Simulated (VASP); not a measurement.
# Hf (Fm-3m) in VASP: a series of runs

The runs below take Hf through single point, relaxation of cell and atoms, with r2SCAN.

Program: VASP 6.6.1. These are calculated values, not measurements. Logs are shortened: lines on timing, memory, paths and dates and some standing lists are left out, and cuts for length are marked.

## (1) The cell of the first run

It takes space group Fm-3m (No. 225, cubic). Conventional cell: a = 4.479 Å, b = 4.479 Å, c = 4.479 Å, α = 90.00°, β = 90.00°, γ = 90.00°. Hf (site symmetry m-3m) has 12 Hf at 3.17 Å within 4.2 Å.

## (2) Single point, r2SCAN

Contents of POSCAR:

```
Hf
1.0
    0.0000000000      2.2396530485      2.2396530485
    2.2396530485      0.0000000000      2.2396530485
    2.2396530485      2.2396530485      0.0000000000
Hf
1
Direct
    0.0000000000      0.0000000000      0.0000000000
```

Contents of INCAR.step1:

```
SYSTEM = Hf
PREC = Accurate
ENCUT = 520
ISMEAR = 0
SIGMA = 0.1
LREAL = .False.
LASPH = .True.
NELM = 100
NBANDS = 11
GGA = PE
ALGO = Normal
EDIFF = 1E-4
LWAVE = .True.
LCHARG = .False.
```

Contents of INCAR.step2:

```
SYSTEM = Hf
PREC = Accurate
ENCUT = 520
EDIFF = 1E-6
ISMEAR = 0
SIGMA = 0.1
LREAL = .False.
LASPH = .True.
NELM = 100
ALGO = Normal
ISIF = 2
LWAVE = .False.
LCHARG = .False.
METAGGA = R2SCAN
LMIXTAU = .True.
NBANDS = 11
ISTART = 1
```

Contents of KPOINTS:

```
regular mesh
0
Gamma
  16 16 16
  0 0 0
```

Potentials or basis: VASP PAW PBE potentials, release 64 (Hf_pv).

Run with:

```bash
$ cat potpaw_PBE.64/Hf_pv/POTCAR > POTCAR
$ cp INCAR.step1 INCAR
$ mpirun -np 1 vasp_std > vasp.out
$ cp INCAR.step2 INCAR
$ mpirun -np 1 vasp_std > vasp.out
```

OUTCAR:

```text
SYSTEM = Hf
   PREC = Accurate
   ENCUT = 520
   EDIFF = 1E-6
   ISMEAR = 0
   LREAL = .False.
   LASPH = .True.
   NELM = 100
   ISIF = 2
   METAGGA = R2SCAN
   ISTART = 1

 ion  position               nearest neighbor table
   1  0.000  0.000  0.000-

  LATTYP: Found a face centered cubic cell.
 ALAT       =     4.4793060970

  Lattice vectors:

 A1 = (   0.0000000000,   2.2396530485,   2.2396530485)
 A2 = (   2.2396530485,   0.0000000000,   2.2396530485)
 A3 = (   2.2396530485,   2.2396530485,   0.0000000000)

Analysis of symmetry for initial positions (statically):
=====================================================================
 Subroutine PRICEL returns:
 Original cell was already a primitive cell.

 Routine SETGRP: Setting up the symmetry group for a
 face centered cubic supercell.

 Subroutine GETGRP returns: Found 48 space group operations
 (whereof 48 operations were pure point group operations)
 out of a pool of 48 trial point group operations.

The static configuration has the point symmetry O_h .

Analysis of symmetry for dynamics (positions and initial velocities):
=====================================================================
 Subroutine PRICEL returns:
 Original cell was already a primitive cell.

 Routine SETGRP: Setting up the symmetry group for a
 face centered cubic supercell.

 Subroutine GETGRP returns: Found 48 space group operations
 (whereof 48 operations were pure point group operations)
 out of a pool of 48 trial point group operations.

The dynamic configuration has the point symmetry O_h .

 Subroutine INISYM returns: Found 48 space group operations
 (whereof 48 operations are pure point group operations),
 and found     1 'primitive' translations

----------------------------------------------------------------------------------------

                                     Primitive cell

  volume of cell :      22.4684

  direct lattice vectors                    reciprocal lattice vectors
     0.000000000  2.239653049  2.239653049    -0.223248865  0.223248865  0.223248865
     2.239653049  0.000000000  2.239653049     0.223248865 -0.223248865  0.223248865
     2.239653049  2.239653049  0.000000000     0.223248865  0.223248865 -0.223248865

  length of vectors
     3.167347716  3.167347716  3.167347716     0.386678376  0.386678376  0.386678376

  position of ions in fractional coordinates (direct lattice)
     0.000000000  0.000000000  0.000000000

  ion indices of the primitive-cell ions
   primitive index   ion index
                 1           1

----------------------------------------------------------------------------------------

 KPOINTS: regular mesh

Automatic generation of k-mesh.
 Grid dimensions read from file:
 generate k-points for:   16   16   16

 Generating k-lattice:

  Cartesian coordinates                     Fractional coordinates (reciprocal lattice)
    -0.013953054  0.013953054  0.013953054     0.062500000  0.000000000  0.000000000
     0.013953054 -0.013953054  0.013953054     0.000000000  0.062500000  0.000000000
     0.013953054  0.013953054 -0.013953054     0.000000000  0.000000000  0.062500000

  Length of vectors
     0.024167399  0.024167399  0.024167399

  Shift w.r.t. Gamma in fractional coordinates (k-lattice)
     0.000000000  0.000000000  0.000000000

 Subroutine IBZKPT returns following result:
 ===========================================

 Found    145 irreducible k-points:

 Following reciprocal coordinates:
            Coordinates               Weight
  0.000000  0.000000  0.000000      1.000000
  0.062500  0.000000  0.000000      8.000000
  0.125000  0.000000  0.000000      8.000000
  0.187500  0.000000  0.000000      8.000000
  0.250000  0.000000  0.000000      8.000000
  0.312500  0.000000  0.000000      8.000000
[... 16 lines left out ...]
 -0.125000  0.062500  0.000000     24.000000
 -0.062500  0.062500  0.000000     12.000000
 [... further k-points ...]
   k-points           NKPTS =    145   k-points in BZ     NKDIM =    145   number of bands    NBANDS=     11
   number of dos      NEDOS =    301   number of ions     NIONS =      1
   total plane-waves  NPLWV =  13824
   dimension x,y,z NGX =    24 NGY =   24 NGZ =   24
   dimension x,y,z NGXF=    48 NGYF=   48 NGZF=   48
   ions per type =               1
   NGX,Y,Z   is equivalent  to a cutoff of  12.60, 12.60, 12.60 a.u.
   NGXF,Y,Z  is equivalent  to a cutoff of  25.19, 25.19, 25.19 a.u.
 SYSTEM =  Hf
   PREC   = accura    normal or accurate (medium, high low for compatibility)
   ISTART =      1    job   : 0-new  1-cont  2-samecut
   ICHARG =      0    charge: 1-file 2-atom 10-const
   ISPIN  =      1    spin polarized calculation?
   LNONCOLLINEAR =      F non collinear calculations
   LSORBIT =      F    spin-orbit coupling
   LASPH  =      T    aspherical Exc in radial PAW
   ENCUT  =  520.0 eV  38.22 Ry    6.18 a.u.   5.89  5.89  5.89*2*pi/ulx,y,z
[... 32 lines left out ...]
 non-spin polarized calculation
 Gauss-broadening in eV      SIGMA  =   0.10
  energy-cutoff  :      520.00
  volume of cell :       22.47
 maximum number of plane-waves:       620
   NGX = 11   NGY = 11   NGZ = 11

 number of electron       9.9999999 magnetization

 Free energy of the ion-electron system (eV)
  ---------------------------------------------------
  ext. energy  EPLUGINS =         0.00000000
  ---------------------------------------------------
  free energy    TOTEN  =       -45.06759691 eV

  energy without entropy =      -45.05972060  energy(sigma->0) =      -45.06365876

 E-fermi :   4.5779     XC(G=0): -12.1508

 val. band max:        4.5656305395   @ k =  -0.4375   0.3125   0.1250
 cond. band min:       4.5800071669   @ k =  -0.2500   0.0625   0.0000
 fundamental gap:      0.0143766273
 Fermi energy:         4.5779073392

 k-point     1 :       0.0000    0.0000    0.0000
  band No.  band energies     occupation
      1     -26.5582      2.00000
      2     -26.5582      2.00000
      3     -26.5582      2.00000
      4      -2.9629      2.00000
      5       6.1774      0.00000
      6       6.1775      0.00000
      7       6.1775      0.00000
      8       9.1574      0.00000
      9       9.1574      0.00000
     10      16.4033      0.00000
     11      16.5476      0.00000

 k-point     2 :       0.0625    0.0000    0.0000
  band No.  band energies     occupation
      1     -26.5918      2.00000
      2     -26.5624      2.00000
      3     -26.5624      2.00000
      4      -2.8217      2.00000
      5       6.0226      0.00000
      6       6.2453      0.00000
      7       6.2453      0.00000
      8       9.0803      0.00000
      9       9.0803      0.00000
     10      16.5475      0.00000
     11      16.7272      0.00000

 k-point     3 :       0.1250    0.0000    0.0000
  band No.  band energies     occupation
      1     -26.6865      2.00000
      2     -26.5743      2.00000
      3     -26.5743      2.00000
      4      -2.4124      2.00000
      5       5.6304      0.00000
      6       6.4153      0.00000
      7       6.4153      0.00000
      8       8.9167      0.00000
      9       8.9167      0.00000
     10      16.5475      0.00000
     11      17.5327      0.00000

 k-point     4 :       0.1875    0.0000    0.0000
  band No.  band energies     occupation
      1     -26.8256      2.00000
      2     -26.5921      2.00000
      3     -26.5921      2.00000
      4      -1.7801      2.00000
      5       5.1543      0.00000
      6       6.5717      0.00000
      7       6.5717      0.00000
      8       8.8547      0.00000
      9       8.8547      0.00000
     10      16.5472      0.00000
     11      17.4559      0.00000
[... 239 lines left out ...]
 k-point    22 :      -0.1875    0.0625    0.0000
  band No.  band energies     occupation
      1     -26.8847      2.00000
      2     -26.6299      2.00000
      3     -26.5902      2.00000
      4      -1.4185      2.00000
      5       4.9252      0.00000
      6       6.5229      0.00000
      7       6.7206      0.00000
      8       8.4022      0.00000
      9       9.3590      0.00000
     10      16.5471      0.00000
     11      17.4009      0.00000

 k-point    23 :      -0.1250    0.0625    0.0000
  band No.  band energies     occupation
      1     -26.7426      2.00000
      2     -26.6051      2.00000
      3     -26.5736      2.00000
      4      -2.1052      2.00000
      5       5.3685      0.00000
      6       6.4980      0.00000
      7       6.5614      0.00000
      8       8.4958      0.00000
      9       9.1664      0.00000
     10      16.5474      0.00000
     11      18.0446      0.00000

 k-point    24 :      -0.0625    0.0625    0.0000
  band No.  band energies     occupation
      1     -26.6389      2.00000
      2     -26.5814      2.00000
      3     -26.5638      2.00000
      4      -2.5909      2.00000
      5       5.7816      0.00000
      6       6.3503      0.00000
      7       6.3605      0.00000
      8       8.7997      0.00000
      9       9.1413      0.00000
     10      16.5475      0.00000
     11      17.2318      0.00000

 [... further k-points ...]

------------------------ aborting loop because EDIFF is reached ----------------------------------------

  FORCE on cell =-STRESS in cart. coord.  units (eV):
  Direction    XX          YY          ZZ          XY          YZ          ZX
  --------------------------------------------------------------------------------------
  -------------------------------------------------------------------------------------
  Total       -0.0718605     -0.0718605     -0.0718605      0.0000000      0.0000000     -0.0000000
  in kB       -5.1242266     -5.1242266     -5.1242266      0.0000000      0.0000000     -0.0000000
  external PRESSURE =      -5.1242266 kB  Pullay stress =       0.0000000 kB

 VOLUME and BASIS-vectors are now :
 -----------------------------------------------------------------------------
  energy-cutoff  :      520.00
  volume of cell :       22.47
      direct lattice vectors                 reciprocal lattice vectors
     0.000000000  2.239653049  2.239653049    -0.223248865  0.223248865  0.223248865
     2.239653049  0.000000000  2.239653049     0.223248865 -0.223248865  0.223248865
     2.239653049  2.239653049  0.000000000     0.223248865  0.223248865 -0.223248865

 POSITION                                       TOTAL-FORCE (eV/Angst)
 -----------------------------------------------------------------------------------
      0.00000      0.00000      0.00000         0.000000      0.000000      0.000000
 -----------------------------------------------------------------------------------
    total drift:                                0.000000      0.000000     -0.000000

  FREE ENERGIE OF THE ION-ELECTRON SYSTEM (eV)
  ---------------------------------------------------
  free  energy   TOTEN  =       -45.0675969110 eV

  energy  without entropy=      -45.0597206021  energy(sigma->0) =      -45.06365876
```

It took 49 s on 1 thread of Intel Xeon Platinum 8488C (Sapphire Rapids), shared host; peak memory 0.17 GiB.

What came out:

```
Free energy            : -45.0676 eV
Pressure               : -0.5 GPa
Band gap on the k mesh : zero (band 5 reaches 6.18 eV, above the bottom of band 6 at 4.14 eV)
```

Caveat: the PAW data sets were made with another functional, which shifts forces and pressure a little; spin-orbit coupling is left out, which moves the levels of the heavy elements.

## (3) Relaxation of cell and atoms, r2SCAN

This run uses another cell than the first one, of 21.88 Å³/atom, 0.974 times its volume.

Contents of POSCAR:

```
Hf
1.0
    0.0000000000      2.2200000000      2.2200000000
    2.2200000000      0.0000000000      2.2200000000
    2.2200000000      2.2200000000      0.0000000000
Hf
1
Direct
    0.0000000000      0.0000000000      0.0000000000
```

Changes to INCAR.step1 since step 2:

```diff
@@ -2,3 +2,3 @@
 PREC = Accurate
-ENCUT = 520
+ENCUT = 600
 ISMEAR = 0
@@ -8,3 +8,2 @@
 NELM = 100
-NBANDS = 11
 GGA = PE
```

Contents of INCAR.step2:

```
SYSTEM = Hf
PREC = Accurate
ENCUT = 600
EDIFF = 1E-7
ISMEAR = 0
SIGMA = 0.1
LREAL = .False.
LASPH = .True.
NELM = 100
ALGO = Normal
ISIF = 3
LWAVE = .False.
LCHARG = .False.
METAGGA = R2SCAN
LMIXTAU = .True.
IBRION = 2
NSW = 100
EDIFFG = -0.005
ISTART = 1
```

KPOINTS is that of step 2.

Potentials or basis: VASP PAW PBE potentials, release 64 (Hf_pv).

Run with:

```bash
$ cat potpaw_PBE.64/Hf_pv/POTCAR > POTCAR
$ cp INCAR.step1 INCAR
$ mpirun -np 1 vasp_std > vasp.out
$ cp INCAR.step2 INCAR
$ mpirun -np 1 vasp_std > vasp.out
```

It took 3.7 min on 1 thread of Intel Xeon Platinum 8488C (Sapphire Rapids), shared host; peak memory 0.2 GiB.

The run converged. Its results:

```
Free energy                            : -45.0678 eV
Relaxed volume                         : 22.36 Å³/atom
Relaxed cell                           : a = 3.162 Å, b = 3.162 Å, c = 3.162 Å, α = 60.00°, β = 60.00°, γ = 60.00°
Space group after relaxing (to 0.05 Å) : Fm-3m (No. 225)
Energy gained by relaxing              : 3.3 meV/atom
Ionic steps                            : 3
Pressure after relaxing                : 0.0 GPa
Band gap on the k mesh                 : zero (band 5 reaches 6.21 eV, above the bottom of band 6 at 4.18 eV)
```

The path:
```csv
step,energy change (eV),largest force (eV/Å),pressure (GPa),volume (Å³)
1,0.0000,0.0000,2.28,21.88
2,0.0006,0.0000,-2.39,22.89
3,-0.0033,0.0000,-0.01,22.36
```

Final structure:
```
Hf
1.0
     0.00000    2.23597    2.23597
     2.23597    0.00000    2.23597
     2.23597    2.23597    0.00000
Hf
1
Cartesian
  0.0000 0.0000 0.0000
```

Levels at points of the mesh, in eV from the Fermi level:
```csv
k point,band 3,band 4,band 5,band 6,band 7,band 8
"(0.00, 0.00, 0.00)",-31.12,-7.56,1.60,1.60,1.60,4.60
"(0.50, 0.00, 0.00)",-31.23,-3.74,0.37,1.41,1.41,6.69
"(0.50, 0.50, 0.00)",-31.42,-3.32,-2.17,2.44,6.76,7.27
```

Caveat: the PAW data sets were made with another functional, which shifts forces and pressure a little; spin-orbit coupling is left out, which moves the levels of the heavy elements. Zero-point motion and thermal expansion aren't in these numbers.

## (4) Single point, r2SCAN

Contents of POSCAR:

```
Hf
1.0
    0.0000000000      2.2396530485      2.2396530485
    2.2396530485      0.0000000000      2.2396530485
    2.2396530485      2.2396530485      0.0000000000
Hf
1
Direct
    0.0000000000      0.0000000000      0.0000000000
```

Contents of INCAR.step1:

```
SYSTEM = Hf
PREC = Accurate ; ENCUT = 520
ISMEAR = 0 ; SIGMA = 0.1
LREAL = .FALSE. ; LASPH = .TRUE.
NELM = 100 ; NBANDS = 11
GGA = PE ; ALGO = Normal
EDIFF = 1E-4 ; LWAVE = .TRUE.
LCHARG = .FALSE.
```

Contents of INCAR.step2:

```
SYSTEM = Hf
PREC = Accurate ; ENCUT = 520
EDIFF = 1E-6 ; ISMEAR = 0
SIGMA = 0.1 ; LREAL = .FALSE.
LASPH = .TRUE. ; NELM = 100
ALGO = Normal ; ISIF = 2
LWAVE = .FALSE. ; LCHARG = .TRUE.
METAGGA = R2SCAN ; LMIXTAU = .TRUE.
LELF = .TRUE. ; LVHAR = .TRUE.
NBANDS = 11 ; ISTART = 1
```

Contents of KPOINTS:

```
Automatic mesh
0
G
  16 16 16
  0 0 0
```

Run with:

```bash
$ cat potpaw_PBE.64/Hf_pv/POTCAR > POTCAR
$ cp INCAR.step1 INCAR
$ mpirun -np 1 vasp_std > vasp.out
$ cp INCAR.step2 INCAR
$ mpirun -np 1 vasp_std > vasp.out
```

Wall time 50 s (1 thread of Intel Xeon Platinum 8488C (Sapphire Rapids), shared host); peak memory 0.17 GiB.

The run converged. Its results:

```
Free energy            : -45.0676 eV
Pressure               : -0.5 GPa
Band gap on the k mesh : zero (band 5 reaches 6.18 eV, above the bottom of band 6 at 4.14 eV)
```

Levels at points of the mesh, in eV from the Fermi level:
| k point | band 1 | band 2 | band 3 | band 4 | band 5 | band 6 | band 7 | band 8 | band 9 | band 10 |
| --- | --- | --- | --- | --- | --- | --- | --- | --- | --- | --- |
| (0.00, 0.00, 0.00) | -31.14 | -31.14 | -31.14 | -7.54 | 1.60 | 1.60 | 1.60 | 4.58 | 4.58 | 11.83 |
| (0.50, 0.00, 0.00) | -31.96 | -31.25 | -31.25 | -3.72 | 0.35 | 1.41 | 1.41 | 6.65 | 6.65 | 9.95 |
| (0.50, 0.50, 0.00) | -31.91 | -31.43 | -31.43 | -3.30 | -2.15 | 2.41 | 6.73 | 7.23 | 7.23 | 10.32 |

Caveat: the PAW data sets were made with another functional, which shifts forces and pressure a little; spin-orbit coupling is left out, which moves the levels of the heavy elements.

## (5) Single point, r2SCAN (volume scaled by 1.06)

Contents of POSCAR:

```
Hf
1.0
    0.0000000000      2.2835789660      2.2835789660
    2.2835789660      0.0000000000      2.2835789660
    2.2835789660      2.2835789660      0.0000000000
Hf
1
Direct
    0.0000000000      0.0000000000      0.0000000000
```

Contents of INCAR.step1:

```
PREC = Accurate
ENCUT = 520
ISMEAR = 0
SIGMA = 0.1
LREAL = F
LASPH = T
NELM = 100
NBANDS = 11
GGA = PE
ALGO = Normal
EDIFF = 1E-4
LWAVE = T
LCHARG = F
```

Contents of INCAR.step2:

```
PREC = Accurate
ENCUT = 520
EDIFF = 1E-7
ISMEAR = 0
SIGMA = 0.1
LREAL = F
LASPH = T
NELM = 100
ALGO = Normal
ISIF = 2
LWAVE = F
LCHARG = F
METAGGA = R2SCAN
LMIXTAU = T
NBANDS = 11
ISTART = 1
```

Contents of KPOINTS:

```
regular mesh
0
Gamma
  16 16 16
```

Run with:

```bash
$ cat potpaw_PBE.64/Hf_pv/POTCAR > POTCAR
$ cp INCAR.step1 INCAR
$ mpirun -np 1 vasp_std > vasp.out
$ cp INCAR.step2 INCAR
$ mpirun -np 1 vasp_std > vasp.out
```

Wall time 53 s (1 thread of Intel Xeon Platinum 8488C (Sapphire Rapids), shared host); peak memory 0.17 GiB.

The run converged. Its results:

```
Free energy            : -45.0392 eV
Pressure               : -6.0 GPa
Band gap on the k mesh : zero (band 5 reaches 5.75 eV, above the bottom of band 6 at 3.77 eV)
```

Levels at points of the mesh, in eV from the Fermi level:
```csv
k point,band 1,band 2,band 3,band 4,band 5,band 6,band 7,band 8,band 9,band 10
"(0.00, 0.00, 0.00)",-31.37,-31.37,-31.37,-7.34,1.56,1.56,1.56,4.34,4.34,11.64
"(0.50, 0.00, 0.00)",-32.05,-31.46,-31.46,-3.56,0.18,1.39,1.39,6.24,6.24,9.21
"(0.50, 0.50, 0.00)",-32.01,-31.61,-31.61,-3.06,-1.95,2.11,6.32,6.77,6.77,9.82
```

Caveat: the cell differs from its parent crystal (volume scaled by 1.06); the PAW data sets were made with another functional, which shifts forces and pressure a little; spin-orbit coupling is left out, which moves the levels of the heavy elements.

## (6) Summary

```tsv
task	cell	cutoff (eV)	gap on the mesh (eV)	pressure (GPa)
single point	a = 3.167 Å, angles 60.0°, 1 atom	520	none	-0.5
relaxation of cell and atoms	relaxed from a = 3.140 Å, angles 60.0°, 1 atom	600	none	0.0
single point	a = 3.229 Å, angles 60.0°, 1 atom	520	none	-6.0
```

Alike in all rows: level r2SCAN; potentials or basis VASP PAW PBE potentials, release 64 (Hf_pv); no spin polarisation; k mesh 16 × 16 × 16; smearing gaussian 0.1 eV.

Caveats: the PAW data sets were made with another functional, which shifts forces and pressure a little; spin-orbit coupling is left out, which moves the levels of the heavy elements.

Total energies depend on the potentials used, so only differences within one code and one set of settings carry meaning.
